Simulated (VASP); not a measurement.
# CdI2 (P-3m1) in VASP: notebook

Aim: see how the results for CdI2 move with the level of theory and the settings. Levels: PBE+D3(BJ), PBE+D4. Tasks: single point.

Everything below comes from runs of VASP 6.6.1. Logs are shortened: lines on timing, memory, paths and dates and some standing lists are left out, and cuts for length are marked.

### Step 1. The cell of the first run

It takes space group P-3m1 (No. 164, trigonal). The conventional cell has a = 4.240 Å, b = 4.240 Å, c = 6.836 Å, α = 90.00°, β = 90.00°, γ = 120.00°. Cd (site symmetry -3m) has 6 I at 3.00 Å within 3.9 Å. Within 3.9 Å of I (site symmetry 3m) lie 3 Cd at 3.00 Å.

### Step 2. Single point, PBE+D3(BJ)

The input, INCAR:

```
PREC = Accurate
ENCUT = 500
EDIFF = 1E-6
ISMEAR = -1
SIGMA = 0.02
LREAL = False
LASPH = True
NELM = 120
ALGO = Normal
ISIF = 2
LWAVE = False
LCHARG = False
GGA = PE
IVDW = 12
NBANDS = 20
GGA_COMPAT = False
```

The input, KPOINTS:

```
regular mesh
0
Gamma
  6 6 4
```

The input, POSCAR:

```
CdI2
1.0
    4.2399145174      0.0000000000      0.0000000000
   -2.1199572587      3.6718736820      0.0000000000
    0.0000000000      0.0000000000      6.8360999508
Cd I
1 2
Direct
    0.0000000000      0.0000000000      0.0000000000
    0.3333333333      0.6666666667      0.2532255740
    0.6666666667      0.3333333333      0.7467744260
```

Potentials or basis: VASP PAW PBE potentials, release 64 (Cd, I).

On the command line:

```
> cat potpaw_PBE.64/Cd/POTCAR potpaw_PBE.64/I/POTCAR > POTCAR
> mpirun -np 1 vasp_std > vasp.out
```

OUTCAR:

```text
PREC = Accurate
   ENCUT = 500
   EDIFF = 1E-6
   ISMEAR = -1
   LREAL = False
   LASPH = True
   NELM = 120
   ISIF = 2
   GGA = PE
   IVDW = 12
 IVDW          = 12

 ion  position               nearest neighbor table
   1  0.000  0.000  0.000-   2 3.00   3 3.00   3 3.00   2 3.00   3 3.00   2 3.00
   2  0.333  0.667  0.253-   1 3.00   1 3.00   1 3.00
   3  0.667  0.333  0.747-   1 3.00   1 3.00   1 3.00

  LATTYP: Found a hexagonal cell.
 ALAT       =     4.2399145174
 C/A-ratio  =     1.6123202302

  Lattice vectors:

 A1 = (   4.2399145174,   0.0000000000,   0.0000000000)
 A2 = (  -2.1199572587,   3.6718736820,   0.0000000000)
 A3 = (   0.0000000000,   0.0000000000,   6.8360999508)

Analysis of symmetry for initial positions (statically):
=====================================================================
 Subroutine PRICEL returns:
 Original cell was already a primitive cell.

 Routine SETGRP: Setting up the symmetry group for a
 hexagonal supercell.

 Subroutine GETGRP returns: Found 12 space group operations
 (whereof 12 operations were pure point group operations)
 out of a pool of 24 trial point group operations.

The static configuration has the point symmetry D_3d.

Analysis of symmetry for dynamics (positions and initial velocities):
=====================================================================
 Subroutine PRICEL returns:
 Original cell was already a primitive cell.

 Routine SETGRP: Setting up the symmetry group for a
 hexagonal supercell.

 Subroutine GETGRP returns: Found 12 space group operations
 (whereof 12 operations were pure point group operations)
 out of a pool of 24 trial point group operations.

The dynamic configuration has the point symmetry D_3d.

 Subroutine INISYM returns: Found 12 space group operations
 (whereof 12 operations are pure point group operations),
 and found     1 'primitive' translations

----------------------------------------------------------------------------------------

                                     Primitive cell

  volume of cell :     106.4273

  direct lattice vectors                    reciprocal lattice vectors
     4.239914517  0.000000000  0.000000000     0.235853812  0.136170262  0.000000000
    -2.119957259  3.671873682  0.000000000     0.000000000  0.272340523  0.000000000
     0.000000000  0.000000000  6.836099951     0.000000000  0.000000000  0.146282238

  length of vectors
     4.239914517  4.239914517  6.836099951     0.272340523  0.272340523  0.146282238

  position of ions in fractional coordinates (direct lattice)
     0.000000000  0.000000000  0.000000000
     0.333333333  0.666666667  0.253225574
     0.666666667  0.333333333  0.746774426

  ion indices of the primitive-cell ions
   primitive index   ion index
                 1           1
                 2           2
                 3           3

----------------------------------------------------------------------------------------

 KPOINTS: regular mesh

Automatic generation of k-mesh.
 Grid dimensions read from file:
 generate k-points for:    6    6    4

 Generating k-lattice:

  Cartesian coordinates                     Fractional coordinates (reciprocal lattice)
     0.039308969  0.022695044  0.000000000     0.166666667  0.000000000  0.000000000
     0.000000000  0.045390087  0.000000000     0.000000000  0.166666667  0.000000000
     0.000000000  0.000000000  0.036570560     0.000000000  0.000000000  0.250000000

  Length of vectors
     0.045390087  0.045390087  0.036570560

  Shift w.r.t. Gamma in fractional coordinates (k-lattice)
     0.000000000  0.000000000  0.000000000

 Subroutine IBZKPT returns following result:
 ===========================================

 Found     24 irreducible k-points:

 Following reciprocal coordinates:
            Coordinates               Weight
  0.000000  0.000000  0.000000      1.000000
  0.166667  0.000000  0.000000      6.000000
  0.333333 -0.000000  0.000000      6.000000
  0.500000 -0.000000  0.000000      3.000000
  0.166667  0.166667  0.000000      6.000000
  0.333333  0.166667  0.000000     12.000000
[... 16 lines left out ...]
  0.333333  0.166667  0.500000     12.000000
  0.333333  0.333333  0.500000      2.000000
   k-points           NKPTS =     24   k-points in BZ     NKDIM =     24   number of bands    NBANDS=     20
   number of dos      NEDOS =    301   number of ions     NIONS =      3
   total plane-waves  NPLWV =  51200
   dimension x,y,z NGX =    32 NGY =   32 NGZ =   50
   dimension x,y,z NGXF=    64 NGYF=   64 NGZF=  100
   ions per type =               1   2
   NGX,Y,Z   is equivalent  to a cutoff of  12.55, 12.55, 12.16 a.u.
   NGXF,Y,Z  is equivalent  to a cutoff of  25.09, 25.09, 24.32 a.u.
 SYSTEM =  unknown system
   PREC   = accura    normal or accurate (medium, high low for compatibility)
   ISTART =      0    job   : 0-new  1-cont  2-samecut
   ICHARG =      2    charge: 1-file 2-atom 10-const
   ISPIN  =      1    spin polarized calculation?
   LNONCOLLINEAR =      F non collinear calculations
   LSORBIT =      F    spin-orbit coupling
   LASPH  =      T    aspherical Exc in radial PAW
   ENCUT  =  500.0 eV  36.75 Ry    6.06 a.u.   7.73  7.73 12.46*2*pi/ulx,y,z
   NELM   =    120;   NELMIN=  2; NELMDL= -5     # of ELM steps
   EDIFF  = 0.1E-05   stopping-criterion for ELM
   LREAL  =      F    real-space projection
[... 7 lines left out ...]
   TEBEG  =    0.0;   TEEND  =   0.0 temperature during run
   PSTRESS=    0.0 pullay stress
   NELECT =      26.0000    total number of electrons
   NUPDOWN=      -1.0000    fix difference up-down
   EMIN   =  10.00;   EMAX   =-10.00  energy-range for DOS
   EFERMI =   0.00;   METHOD = LEGACY
   ISMEAR =    -1;   SIGMA  =   0.02  broadening in eV -4-tet -1-fermi 0-gaus
   EFERMI_NEDOS =   21; number of points for ismear=-14 and -15
   IALGO  =     38    algorithm
   IMIX   =      4    mixing-type and parameters
     AMIX     =   0.40;   BMIX     =  1.00
     AMIX_MAG =   1.60;   BMIX_MAG =  1.00
  volume/ion in A,a.u.               =      35.48       239.40
  Fermi-wavevector in a.u.,A,eV,Ry     =   1.023407  1.933958 14.250212  1.047361
  Thomas-Fermi vector in A             =   2.157138
   LORBIT       =      0    0 simple, 1 ext, 2 COOP (PROOUT), +10 PAW based schemes
   GGA     = PE    functional components
   LHFCALC =     F    Hartree Fock is set to
   AEXX    =    0.0000 exact exchange contribution
   IVDW    =    12    specifies the selected vdW correction
   LEPSILON=     F    determine dielectric tensor
   LRPA    =     F    only Hartree local field effects (RPA)
 non-spin polarized calculation
  energy-cutoff  :      500.00
  volume of cell :      106.43
 maximum number of plane-waves:      2730
 NGX is ok and might be reduce to    32
   NGX = 15   NGY = 15   NGZ = 25

 number of electron      25.9999994 magnetization

 Free energy of the ion-electron system (eV)
  ---------------------------------------------------
  ext. energy  EPLUGINS =         0.00000000
  ---------------------------------------------------
  free energy    TOTEN  =        -5.48288508 eV

  energy without entropy =       -5.48288508  energy(sigma->0) =       -5.48288508

 E-fermi :   2.5446     XC(G=0):  -8.6101

 val. band max:        2.0779698066   @ k =   0.0000   0.0000   0.5000
 cond. band min:       4.4122484303   @ k =   0.5000  -0.0000   0.5000
 fundamental gap:      2.3342786237
 Fermi energy:         2.5445654495

 k-point     1 :       0.0000    0.0000    0.0000
  band No.  band energies     occupation
      1     -10.0457      2.00000
      2      -9.3351      2.00000
      3      -5.5152      2.00000
      4      -5.5152      2.00000
      5      -5.4044      2.00000
      6      -5.3227      2.00000
[... 12 lines left out ...]
     19      11.1570      0.00000
     20      11.2622      0.00000

 k-point     2 :       0.1667    0.0000    0.0000
  band No.  band energies     occupation
      1      -9.9123      2.00000
      2      -9.3158      2.00000
      3      -5.4966      2.00000
      4      -5.4553      2.00000
      5      -5.3758      2.00000
      6      -5.3275      2.00000
[... 12 lines left out ...]
     19      10.2253      0.00000
     20      11.2901      0.00000

 k-point     3 :       0.3333   -0.0000    0.0000
  band No.  band energies     occupation
      1      -9.6036      2.00000
      2      -9.2914      2.00000
      3      -5.4782      2.00000
      4      -5.4054      2.00000
      5      -5.3270      2.00000
      6      -5.2862      2.00000
[... 12 lines left out ...]
     19      10.6316      0.00000
     20      11.3178      0.00000

 k-point     4 :       0.5000   -0.0000    0.0000
  band No.  band energies     occupation
      1      -9.3663      2.00000
      2      -9.3443      2.00000
      3      -5.4778      2.00000
      4      -5.4145      2.00000
      5      -5.3169      2.00000
      6      -5.2599      2.00000
[... 12 lines left out ...]
     19      11.2789      0.00000
     20      11.8519      0.00000

 k-point     5 :       0.1667    0.1667    0.0000
  band No.  band energies     occupation
      1      -9.6906      2.00000
      2      -9.2918      2.00000
      3      -5.4758      2.00000
      4      -5.3861      2.00000
      5      -5.3461      2.00000
      6      -5.3003      2.00000
[... 12 lines left out ...]
     19       9.2977      0.00000
     20      11.6569      0.00000
[... 353 lines left out ...]
      6      -5.2599      2.00000
[... 12 lines left out ...]
     19      11.4383      0.00000
     20      11.8957      0.00000

 k-point    22 :       0.1667    0.1667    0.5000
  band No.  band energies     occupation
      1      -9.5420      2.00000
      2      -9.4534      2.00000
      3      -5.4709      2.00000
      4      -5.4019      2.00000
      5      -5.3435      2.00000
      6      -5.3170      2.00000
[... 12 lines left out ...]
     19      10.1152      0.00000
     20      11.0423      0.00000

 k-point    23 :       0.3333    0.1667    0.5000
  band No.  band energies     occupation
      1      -9.3851      2.00000
      2      -9.3226      2.00000
      3      -5.4364      2.00000
      4      -5.3872      2.00000
      5      -5.3120      2.00000
      6      -5.2783      2.00000
[... 12 lines left out ...]
     19      10.2627      0.00000
     20      11.5320      0.00000

 k-point    24 :       0.3333    0.3333    0.5000
  band No.  band energies     occupation
      1      -9.3062      2.00000
      2      -9.3062      2.00000
      3      -5.3542      2.00000
      4      -5.3542      2.00000
      5      -5.2948      2.00000
      6      -5.2790      2.00000
[... 12 lines left out ...]
     19      11.1116      0.00000
     20      11.1117      0.00000

------------------------ aborting loop because EDIFF is reached ----------------------------------------

 Edisp (eV)   -1.00315

 E8    (eV) :    -0.4497

  FORCE on cell =-STRESS in cart. coord.  units (eV):
  Direction    XX          YY          ZZ          XY          YZ          ZX
  --------------------------------------------------------------------------------------
  -------------------------------------------------------------------------------------
  Total       0.09783     0.09783     0.05393     0.00000     0.00000     0.00000
  in kB       1.47277     1.47277     0.81186     0.00000     0.00000     0.00000
  external pressure =        1.25 kB  Pullay stress =        0.00 kB

 VOLUME and BASIS-vectors are now :
 -----------------------------------------------------------------------------
  energy-cutoff  :      500.00
  volume of cell :      106.43
      direct lattice vectors                 reciprocal lattice vectors
     4.239914517  0.000000000  0.000000000     0.235853812  0.136170262  0.000000000
    -2.119957259  3.671873682  0.000000000     0.000000000  0.272340523  0.000000000
     0.000000000  0.000000000  6.836099951     0.000000000  0.000000000  0.146282238

 POSITION                                       TOTAL-FORCE (eV/Angst)
 -----------------------------------------------------------------------------------
      0.00000      0.00000      0.00000         0.000000      0.000000      0.000000
     -0.00000      2.44792      1.73108        -0.000000     -0.000000      0.022652
      2.11996      1.22396      5.10502         0.000000      0.000000     -0.022652
 -----------------------------------------------------------------------------------
    total drift:                                0.000000      0.000000     -0.000000

  FREE ENERGIE OF THE ION-ELECTRON SYSTEM (eV)
  ---------------------------------------------------
  free  energy   TOTEN  =        -6.4860300871 eV

  energy  without entropy=       -6.4860300871  energy(sigma->0) =       -6.48603009
```

Wall time 72 s (1 thread of AMD EPYC, shared host); peak memory 0.21 GiB.

What came out:

```yaml
Free_energy: -6.4860 eV
Pressure: 0.1 GPa
Largest_force: 0.023 eV/Å
Band_gap_on_the_k_mesh: 2.33 eV (least direct gap 2.57 eV)
Dispersion_energy_per_atom: -0.334 eV
```

Forces on the atoms (eV/Å):
```
Cd   0.000  0.000  0.000
I    0.000  0.000  0.023
I    0.000  0.000 -0.023
```

Caveat: spin-orbit coupling is left out, which moves the levels of the heavy elements. A k mesh can miss the band edges.

(Continued in part 2 of 2.)
